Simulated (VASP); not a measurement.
Wanted: the native input for a VASP 6.6.1 run.

```yaml
Task: single point
Functional: LDA
Potentials_or_basis: VASP PAW LDA potentials, release 64 (Li_sv, H)
Cutoff: 520 eV
k_mesh: 11 × 11 × 11
Occupations: fermi-dirac, width 0.03 eV
Spin: no spin polarisation
Dipole_correction: no
Further_INCAR_settings: ALGO = Normal; EDIFF = 1e-07; NBANDS = 9
```

The structure of LiH lies in POSCAR:

```
LiH
1.0
   -0.0406500000      2.0121750000      2.0121750000
    2.0121750000     -0.0406500000      2.0121750000
    2.0121750000      2.0121750000     -0.0406500000
Li H
1 1
Direct
    0.0000000000      0.0000000000      0.0000000000
    0.5000000000      0.5000000000      0.5000000000
```

This cell differs from its parent crystal: equal xy, yz and zx shear strains of -2 %.

One way to write it, as run:

INCAR

```
SYSTEM = LiH
PREC     = Accurate       ! precision mode
ENCUT    = 520            ! plane-wave cutoff, eV
EDIFF    = 1E-7           ! SCF threshold, eV
ISMEAR   = -1             ! smearing method
SIGMA    = 0.03           ! smearing width, eV
LREAL    = .FALSE.        ! projectors in reciprocal space
LASPH    = .TRUE.         ! aspherical terms in the spheres
NELM     = 100            ! most SCF steps
ALGO     = Normal         ! electronic algorithm
ISIF     = 2              ! what is computed and relaxed
LWAVE    = .FALSE.        ! write WAVECAR
LCHARG   = .TRUE.         ! write CHGCAR
LELF     = .TRUE.         ! ELF
LVHAR    = .TRUE.       
NBANDS   = 9              ! bands
```

KPOINTS

```
regular mesh
0
G
  11 11 11
  0 0 0
```

Potentials or basis: VASP PAW LDA potentials, release 64 (Li_sv, H).

Launch:

```bash
$ cat potpaw_LDA.64/Li_sv/POTCAR potpaw_LDA.64/H/POTCAR > POTCAR
$ mpirun -np 1 vasp_std > vasp.out
```

It gave:

```
Band gap on the k mesh : 2.82 eV, indirect (least direct gap 2.83 eV)
```

Caveat: the cell differs from its parent crystal (equal xy, yz and zx shear strains of -2 %).

It took 7.2 s on 1 thread of Intel(R) Xeon(R) 6975P-C (Granite Rapids), with other jobs on the host, peak memory 0.13 GiB.
